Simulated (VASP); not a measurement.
# GaAs (I-4m2) in VASP: further runs

The runs below take GaAs through electric field gradients, with LDA.

Program: VASP 6.6.1. These are calculated values, not measurements. Logs are shortened: lines on timing, memory, paths and dates and some standing lists are left out, and cuts for length are marked.

### Step 1. The cell of the first run

Symmetry: I-4m2, No. 119, tetragonal system. Conventional cell: a = 3.998 Å, b = 3.998 Å, c = 5.597 Å, α = 90.00°, β = 90.00°, γ = 90.00°. Within 3.2 Å of Ga (site symmetry -4m2) lie 4 As at 2.44 Å. Within 3.2 Å of As (site symmetry -4m2) lie 4 Ga at 2.44 Å.

### Step 2. Electric field gradients, LDA (zz strain of -1 %)

INCAR

```
PREC = Accurate
ENCUT = 520
EDIFF = 1E-8
ISMEAR = -1
SIGMA = 0.05
LREAL = False
LASPH = True
NELM = 80
ALGO = Normal
ISIF = 2
LWAVE = False
LCHARG = False
GGA = CA
LEFG = True
NBANDS = 16
```

KPOINTS

```
regular mesh
0
Gamma
  11 11 11
```

POSCAR

```
GaAs
1.0
    0.0000000000      2.8268500000      2.7985815000
    2.8268500000      0.0000000000      2.7985815000
    2.8268500000      2.8268500000      0.0000000000
Ga As
1 1
Direct
    0.0000000000      0.0000000000      0.0000000000
    0.7500000000      0.7500000000      0.7500000000
```

Potentials or basis: VASP PAW LDA potentials, release 64 (Ga_d, As).

Command:

```console
cat potpaw_LDA.64/Ga_d/POTCAR potpaw_LDA.64/As/POTCAR > POTCAR
mpirun -np 1 vasp_std > vasp.out
```

OUTCAR:

```text
PREC = Accurate
   ENCUT = 520
   EDIFF = 1E-8
   ISMEAR = -1
   LREAL = False
   LASPH = True
   NELM = 80
   ISIF = 2
   GGA = CA

 ion  position               nearest neighbor table
   1  0.000  0.000  0.000-   2 2.44   2 2.44   2 2.44   2 2.44
   2  0.750  0.750  0.750-   1 2.44   1 2.44   1 2.44   1 2.44

  LATTYP: Found a body centered tetragonal cell.
 ALAT       =     3.9977696088
 C/A-ratio  =     1.4000714267

  Lattice vectors:

 A1 = (   0.0000000000,  -2.8268500000,  -2.7985815000)
 A2 = (   0.0000000000,   2.8268500000,  -2.7985815000)
 A3 = (   2.8268500000,   0.0000000000,   2.7985815000)

Analysis of symmetry for initial positions (statically):
=====================================================================
 Subroutine PRICEL returns:
 Original cell was already a primitive cell.

 Routine SETGRP: Setting up the symmetry group for a
 body centered tetragonal supercell.

 Subroutine GETGRP returns: Found  8 space group operations
 (whereof  8 operations were pure point group operations)
 out of a pool of 16 trial point group operations.

The static configuration has the point symmetry D_2d.

Analysis of symmetry for dynamics (positions and initial velocities):
=====================================================================
 Subroutine PRICEL returns:
 Original cell was already a primitive cell.

 Routine SETGRP: Setting up the symmetry group for a
 body centered tetragonal supercell.

 Subroutine GETGRP returns: Found  8 space group operations
 (whereof  8 operations were pure point group operations)
 out of a pool of 16 trial point group operations.

The dynamic configuration has the point symmetry D_2d.

 Subroutine INISYM returns: Found  8 space group operations
 (whereof  8 operations are pure point group operations),
 and found     1 'primitive' translations

----------------------------------------------------------------------------------------

                                     Primitive cell

  volume of cell :      44.7274

  direct lattice vectors                    reciprocal lattice vectors
     0.000000000  2.826850000  2.798581500    -0.176875321  0.176875321  0.178661940
     2.826850000  0.000000000  2.798581500     0.176875321 -0.176875321  0.178661940
     2.826850000  2.826850000  0.000000000     0.176875321  0.176875321 -0.178661940

  length of vectors
     3.977830984  3.977830984  3.997769609     0.307392008  0.307392008  0.307392008

  position of ions in fractional coordinates (direct lattice)
     0.000000000  0.000000000  0.000000000
     0.750000000  0.750000000  0.750000000

  ion indices of the primitive-cell ions
   primitive index   ion index
                 1           1
                 2           2

----------------------------------------------------------------------------------------

 KPOINTS: regular mesh

Automatic generation of k-mesh.
 Grid dimensions read from file:
 generate k-points for:   11   11   11

 Generating k-lattice:

  Cartesian coordinates                     Fractional coordinates (reciprocal lattice)
    -0.016079575  0.016079575  0.016241995     0.090909091  0.000000000  0.000000000
     0.016079575 -0.016079575  0.016241995     0.000000000  0.090909091  0.000000000
     0.016079575  0.016079575 -0.016241995    -0.000000000 -0.000000000  0.090909091

  Length of vectors
     0.027944728  0.027944728  0.027944728

  Shift w.r.t. Gamma in fractional coordinates (k-lattice)
     0.000000000  0.000000000  0.000000000

 Subroutine IBZKPT returns following result:
 ===========================================

 Found    126 irreducible k-points:

 Following reciprocal coordinates:
            Coordinates               Weight
  0.000000  0.000000  0.000000      1.000000
  0.090909 -0.000000  0.000000      8.000000
  0.181818  0.000000  0.000000      8.000000
  0.272727  0.000000  0.000000      8.000000
  0.363636  0.000000  0.000000      8.000000
  0.454545  0.000000  0.000000      8.000000
[... 16 lines left out ...]
 -0.272727  0.181818  0.000000      8.000000
 -0.181818  0.181818  0.000000      4.000000
 [... further k-points ...]
   k-points           NKPTS =    126   k-points in BZ     NKDIM =    126   number of bands    NBANDS=     16
   number of dos      NEDOS =    301   number of ions     NIONS =      2
   total plane-waves  NPLWV =  27000
   dimension x,y,z NGX =    30 NGY =   30 NGZ =   30
   dimension x,y,z NGXF=    60 NGYF=   60 NGZF=   60
   ions per type =               1   1
   NGX,Y,Z   is equivalent  to a cutoff of  12.54, 12.54, 12.48 a.u.
   NGXF,Y,Z  is equivalent  to a cutoff of  25.08, 25.08, 24.95 a.u.
 SYSTEM =  unknown system
   PREC   = accura    normal or accurate (medium, high low for compatibility)
   ISTART =      0    job   : 0-new  1-cont  2-samecut
   ICHARG =      2    charge: 1-file 2-atom 10-const
   ISPIN  =      1    spin polarized calculation?
   LNONCOLLINEAR =      F non collinear calculations
   LSORBIT =      F    spin-orbit coupling
   LASPH  =      T    aspherical Exc in radial PAW
   ENCUT  =  520.0 eV  38.22 Ry    6.18 a.u.   7.40  7.40  7.43*2*pi/ulx,y,z
   NELM   =     80;   NELMIN=  2; NELMDL= -5     # of ELM steps
   EDIFF  = 0.1E-07   stopping-criterion for ELM
   LREAL  =      F    real-space projection
   EDIFFG = 0.1E-06   stopping-criterion for IOM
   NSW    =      0    number of steps for IOM
   IBRION =     -1    ionic relax: 0-MD 1-quasi-New 2-CG
   NFREE  =      0    steps in history (QN), initial steepest desc. (CG)
   ISIF   =      2    stress and relaxation
   ISYM   =      2    0-nonsym 1-usesym 2-fastsym
   POTIM  = 0.5000    time-step for ionic-motion
   TEBEG  =    0.0;   TEEND  =   0.0 temperature during run
   PSTRESS=    0.0 pullay stress
   NELECT =      18.0000    total number of electrons
   NUPDOWN=      -1.0000    fix difference up-down
   EMIN   =  10.00;   EMAX   =-10.00  energy-range for DOS
   EFERMI =   0.00;   METHOD = LEGACY
   ISMEAR =    -1;   SIGMA  =   0.05  broadening in eV -4-tet -1-fermi 0-gaus
   EFERMI_NEDOS =   21; number of points for ismear=-14 and -15
   IALGO  =     38    algorithm
   IMIX   =      4    mixing-type and parameters
     AMIX     =   0.40;   BMIX     =  1.00
     AMIX_MAG =   1.60;   BMIX_MAG =  1.00
  volume/ion in A,a.u.               =      22.36       150.92
  Fermi-wavevector in a.u.,A,eV,Ry     =   1.208670  2.284056 19.876531  1.460884
  Thomas-Fermi vector in A             =   2.344271
   LORBIT       =      0    0 simple, 1 ext, 2 COOP (PROOUT), +10 PAW based schemes
   GGA     = CA    functional components
   LHFCALC =     F    Hartree Fock is set to
   AEXX    =    0.0000 exact exchange contribution
   IVDW    =     0    specifies the selected vdW correction
   LEPSILON=     F    determine dielectric tensor
   LRPA    =     F    only Hartree local field effects (RPA)
 non-spin polarized calculation
  energy-cutoff  :      520.00
  volume of cell :       44.73
 maximum number of plane-waves:      1243
 NGX is ok and might be reduce to    30
   NGX = 15   NGY = 15   NGZ = 15

 number of electron      18.0000003 magnetization

 Free energy of the ion-electron system (eV)
  ---------------------------------------------------
  ext. energy  EPLUGINS =         0.00000000
  ---------------------------------------------------
  free energy    TOTEN  =        -9.63969341 eV

  energy without entropy =       -9.63966169  energy(sigma->0) =       -9.63967755

 E-fermi :   4.1430     XC(G=0):  -9.9570

 val. band max:        3.9344860499   @ k =   0.0000   0.0000   0.0000
 cond. band min:       4.3036631653   @ k =   0.0000   0.0000   0.0000
 fundamental gap:      0.3691771154
 Fermi energy:         4.1429953799

 k-point     1 :       0.0000    0.0000    0.0000
  band No.  band energies     occupation
      1     -11.0498      2.00000
      2     -11.0498      2.00000
      3     -11.0474      2.00000
      4     -10.9691      2.00000
      5     -10.9678      2.00000
      6      -8.9400      2.00000
[... 8 lines left out ...]
     15      13.9940      0.00000
     16      14.1870      0.00000

 k-point     2 :       0.0909   -0.0000    0.0000
  band No.  band energies     occupation
      1     -11.0565      2.00000
      2     -11.0478      2.00000
      3     -11.0461      2.00000
      4     -10.9692      2.00000
      5     -10.9678      2.00000
      6      -8.8416      2.00000
[... 8 lines left out ...]
     15      13.3644      0.00000
     16      13.5145      0.00000
[... 387 lines left out ...]
      5     -10.9678      2.00000
      6      -7.4974      2.00000
[... 8 lines left out ...]
     15      14.2428      0.00000
     16      15.9685      0.00000

 k-point    24 :      -0.1818    0.1818    0.0000
  band No.  band energies     occupation
      1     -11.1043      2.00000
      2     -11.0344      2.00000
      3     -11.0301      2.00000
      4     -10.9706      2.00000
      5     -10.9672      2.00000
      6      -7.9736      2.00000
[... 8 lines left out ...]
     15      14.0121      0.00000
     16      14.7549      0.00000

 [... further k-points ...]
[... 5 lines left out ...]
  --------------------------------------------------------------------------------------
  -------------------------------------------------------------------------------------
  Total       -0.3125726     -0.3125726     -0.1384323      0.0000000      0.0000000     -0.0000000
  in kB      -11.1966485    -11.1966485     -4.9587758      0.0000000      0.0000000     -0.0000000
  external PRESSURE =      -9.1173576 kB  Pullay stress =       0.0000000 kB

 VOLUME and BASIS-vectors are now :
 -----------------------------------------------------------------------------
  energy-cutoff  :      520.00
  volume of cell :       44.73
      direct lattice vectors                 reciprocal lattice vectors
     0.000000000  2.826850000  2.798581500    -0.176875321  0.176875321  0.178661940
     2.826850000  0.000000000  2.798581500     0.176875321 -0.176875321  0.178661940
     2.826850000  2.826850000  0.000000000     0.176875321  0.176875321 -0.178661940

 POSITION                                       TOTAL-FORCE (eV/Angst)
 -----------------------------------------------------------------------------------
      0.00000      0.00000      0.00000        -0.000000     -0.000000      0.000000
      4.24027      4.24027      4.19787         0.000000      0.000000     -0.000000
 -----------------------------------------------------------------------------------
    total drift:                                0.000000      0.000000      0.000001

  FREE ENERGIE OF THE ION-ELECTRON SYSTEM (eV)
  ---------------------------------------------------
  free  energy   TOTEN  =        -9.6396934072 eV

  energy  without entropy=       -9.6396616850  energy(sigma->0) =       -9.63967755

 Electric field gradients (V/A^2)
---------------------------------------------------------------------
 ion       V_xx      V_yy      V_zz      V_xy      V_xz      V_yz
---------------------------------------------------------------------
   1      -0.831    -0.831     1.662    -0.003    -0.004    -0.004
   2       1.188     1.188    -2.375     0.000     0.000     0.000
---------------------------------------------------------------------

 Electric field gradients after diagonalization (V/A^2)
 (convention: |V_zz| > |V_xx| > |V_yy|)
----------------------------------------------------------------------
 ion       V_xx      V_yy      V_zz     asymmetry (V_yy - V_xx)/ V_zz
----------------------------------------------------------------------
   1      -0.834    -0.828     1.662       0.003
   2       1.188     1.187    -2.375       0.000
----------------------------------------------------------------------

           NMR quadrupolar parameters

 Cq : quadrupolar parameter    Cq=e*Q*V_zz/h
 eta: asymmetry parameters     (V_yy - V_xx)/ V_zz
 Q  : nuclear electric quadrupole moment in mb (millibarn)
----------------------------------------------------------------------
 ion       Cq(MHz)       eta       Q (mb)
----------------------------------------------------------------------
   1       0.004       0.003       1.000
   2      -0.006       0.000       1.000
----------------------------------------------------------------------
```

Run time: 52 s. Hardware: 1 thread of Intel Xeon Platinum 8488C (Sapphire Rapids), shared host; peak memory 0.22 GiB.

Results:

```yaml
Free_energy: -9.6397 eV
Pressure: -0.9 GPa
Band_gap_on_the_k_mesh: 0.37 eV
Largest_electric_field_gradient_by_atom: Ga +1.7; As -2.4 V/Å²
```

Levels at points of the mesh, in eV from the valence-band top:
| k point | band 6 | band 7 | band 8 | band 9 | band 10 | band 11 | band 12 | band 13 |
| --- | --- | --- | --- | --- | --- | --- | --- | --- |
| (0.00, 0.00, 0.00) | -12.87 | -0.06 | -0.06 | 0.00 | 0.37 | 3.62 | 3.65 | 3.65 |

Electric field gradients, principal values (V/Å²):
| atom | least | middle | greatest (by size) |
| --- | --- | --- | --- |
| 1 Ga | -0.828 | -0.834 | 1.662 |
| 2 As | 1.187 | 1.188 | -2.375 |

Caveat: the cell differs from its parent crystal (zz strain of -1 %); without QUAD_EFG the Cq values of the log hold for a quadrupole moment of 1 mb, not for the nuclei.

(Continued in part 2 of 2.)
